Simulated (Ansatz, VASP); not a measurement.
One calculation of Be, two programs

INCAR

```
PREC     = Accurate       # precision mode
ENCUT    = 520            # plane-wave cutoff, eV
EDIFF    = 1E-6           # SCF threshold, eV
ISMEAR   = -1             # smearing method
SIGMA    = 0.1            # smearing width, eV
LREAL    = False          # projectors in reciprocal space
LASPH    = True           # aspherical terms in the spheres
NELM     = 100            # most SCF steps
ALGO     = Normal         # electronic algorithm
ISIF     = 2              # what is computed and relaxed
LWAVE    = False          # write WAVECAR
LCHARG   = False          # write CHGCAR
NBANDS   = 12             # bands
```

The input KPOINTS:

```
Automatic mesh
0
Gamma
  18 18 5
```

File POSCAR:

```
Be
1.0
    2.2184031960      0.0000000000      0.0000000000
   -1.1092015980      1.9211935236      0.0000000000
    0.0000000000      0.0000000000      7.0751611054
Be
4
Direct
    1.0000000000      0.0000000000      0.0000000000
    1.0000000000      0.0000000000      0.5000000000
    0.3333333333      0.6666666667      0.2500000000
    0.6666666667      0.3333333333      0.7500000000
```

Input for Ansatz:

```yaml
crystal:
  lattice:
    - [2.218403196, 0.0, 0.0]
    - [-1.109201598, 1.9211935236, 0.0]
    - [0.0, 0.0, 7.0751611054]
  atoms:
    - { symbol: Be, position: [1.0, 0.0, 0.0] }
    - { symbol: Be, position: [1.0, 0.0, 0.5] }
    - { symbol: Be, position: [0.3333333333, 0.6666666667, 0.25] }
    - { symbol: Be, position: [0.6666666667, 0.3333333333, 0.75] }
hamiltonian:
  xc: lda
  pseudopotentials:
    kind: paw
    azcp:
      Be: "pseudopotentials/Be.paw.azcp"
basis:
  ecutwfc: 420
  fft_grid_basis: typed
kpoints:
  mp_grid: { grid: [18, 18, 5], shift: [0, 0, 0] }
magnetization:
  spin_polarized: false
scf:
  occupations: { method: fermi_dirac, width: 0.1 }
  lower_state_search: "off"
output:
  stress: true
  write_density: true
  write_potential: true
  elf: true
  volumetric_format: npy
```

Alike in both runs: task single point; functional LDA; k mesh 18 × 18 × 5; occupations fermi-dirac, width 0.1 eV; no spin polarisation.

|  | VASP | Ansatz |
| --- | --- | --- |
| version | VASP 6.6.1 | Ansatz 0.2.0 |
| potentials or method | VASP PAW LDA potentials, release 64 (Be), cutoff 520 eV | plane waves (420 eV) with PAW, scalar-relativistic |
| valence electrons in the cell | 8 | 8 |

VASP gave:

| Item | Value |
| --- | --- |
| pressure (GPa) | 0.4 |
| traceless stress, the component that is largest in VASP (GPa) | 0.76 |

**Question.** What did Ansatz give for the same quantities?

**Answer.** Pressure (GPa): 0.0; traceless stress, the component that is largest in VASP (GPa): 0.76.

Ansatz warns that its potentials were made for another functional, while VASP's fit it. LDA's correlation is that of Perdew and Zunger in VASP and of Perdew and Wang (1992) in Ansatz.
